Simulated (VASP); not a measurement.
Wanted: the native input for a VASP 6.6.1 run.

* Task: single point
* Functional: PBE
* Potentials or basis: VASP PAW PBE potentials, release 64 (Cu, Sb)
* Cutoff: 520 eV
* k mesh: 2 × 2 × 2, shifted
* Occupations: gaussian, width 0.1 eV
* Spin: no spin polarisation
* Dipole correction: no
* Further INCAR settings: ALGO = Normal; EDIFF = 1e-06; NBANDS = 48; ISYM = 0

The structure of CuSb5 lies in POSCAR:

```
CuSb5
1.0
   -5.1007476644     -5.1585117197     -0.3343605565
    0.2742168144      5.2186554618      5.2426647191
   -4.3624781390      4.0858816378     -4.3841077095
Cu Sb
2 10
Direct
    0.4092170699      0.3397329452      0.5839886997
    0.7557978001      0.4929366603      0.7488854919
    0.4746543418      1.0447117320      0.1251072841
    0.9575658384     -0.0962798272      0.8801733473
    0.7767123548      0.1325924086      0.7110782361
    0.7870640652      0.4835619633      0.3791635959
    0.0357570680      0.2307817738      0.3789812925
    0.3779828954      0.3492070598     -0.0462974637
    0.1293733368      0.6020857895     -0.0461307005
    0.3883998323      0.7002033869      0.6217704583
    0.6906516196      0.7882671151      0.2078291824
    0.2076213606      0.9290928764      0.4526528065
```

One way to write it, as run:

INCAR

```
SYSTEM = CuSb5
  PREC = Accurate
  ENCUT = 520
  EDIFF = 1E-6
  ISMEAR = 0
  SIGMA = 0.1
  LREAL = .FALSE.
  LASPH = .TRUE.
  NELM = 60
  ALGO = Normal
  ISIF = 2
  LWAVE = .FALSE.
  LCHARG = .FALSE.
  GGA = PE
  NBANDS = 48
  ISYM = 0
```

KPOINTS

```
Automatic mesh
0
Gamma
  2 2 2
  0.5 0.5 0.5
```

Potentials or basis: VASP PAW PBE potentials, release 64 (Cu, Sb).

The run is started by

```console
$ cat potpaw_PBE.64/Cu/POTCAR potpaw_PBE.64/Sb/POTCAR > POTCAR
$ mpirun -np 1 vasp_std > vasp.out
```

Results of the run:

```yaml
Pressure: 0.1 GPa
Largest_force: 0.028 eV/Å
Band_gap_on_the_k_mesh: zero (bands 36 and 37 overlap by 0.84 eV)
```

Caveat: the k points lie up to 0.51 Å⁻¹ apart, too coarse for converged energies and pressures of a metal; spin-orbit coupling is left out, which moves the levels of the heavy elements.

It took 87 s on 1 thread of AMD EPYC 9R45 96-Core Processor (Zen 5), with other jobs on the host, peak memory 0.4 GiB.
